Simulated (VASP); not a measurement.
A run of VASP 6.6.1:

Contents of INCAR:

```
SYSTEM = CrSbC3
PREC = Accurate
ENCUT = 600
EDIFF = 1E-6
ISMEAR = 0
SIGMA = 0.1
LREAL = .FALSE.
LASPH = .TRUE.
NELM = 200
ALGO = Normal
ISIF = 2
LWAVE = .FALSE.
LCHARG = .TRUE.
ISPIN = 2
MAGMOM = 3 0 0 0 0
LORBIT = 11
LMAXMIX = 4
GGA = PE
LELF = .TRUE.
LVHAR = .TRUE.
NBANDS = 26
GGA_COMPAT = .FALSE.
```

KPOINTS

```
Automatic mesh
0
G
  6 6 6
  0 0 0
```

POSCAR

```
CrSbC3
1.0
    3.8941753228      0.0000000000      0.0000000000
    0.0000000000      3.8941753228      0.0000000000
    0.0000000000      0.0000000000      3.8941753228
Cr Sb C
1 1 3
Direct
    0.5000000000      0.5000000000      0.5000000000
    0.0000000000      0.0000000000      0.0000000000
    0.0000000000      0.5000000000      0.5000000000
    0.5000000000      0.0000000000      0.5000000000
    0.5000000000      0.5000000000      0.0000000000
```

Potentials or basis: VASP PAW PBE potentials, release 64 (Cr_pv, Sb, C).

The run is started by

```console
$ cat potpaw_PBE.64/Cr_pv/POTCAR potpaw_PBE.64/Sb/POTCAR potpaw_PBE.64/C/POTCAR > POTCAR
$ mpirun -np 1 vasp_std > vasp.out
```

Hardware: 1 thread of Intel(R) Xeon(R) Platinum 8259CL CPU @ 2.50GHz (Skylake/Cascade Lake), with other jobs on the host.

**Question.** How long does it take, and how much memory?

**Answer.** It took 52 s on 1 thread of Intel(R) Xeon(R) Platinum 8259CL CPU @ 2.50GHz (Skylake/Cascade Lake) (shared host), peak memory 0.24 GiB. Counts: scf iterations 15, k points 20.
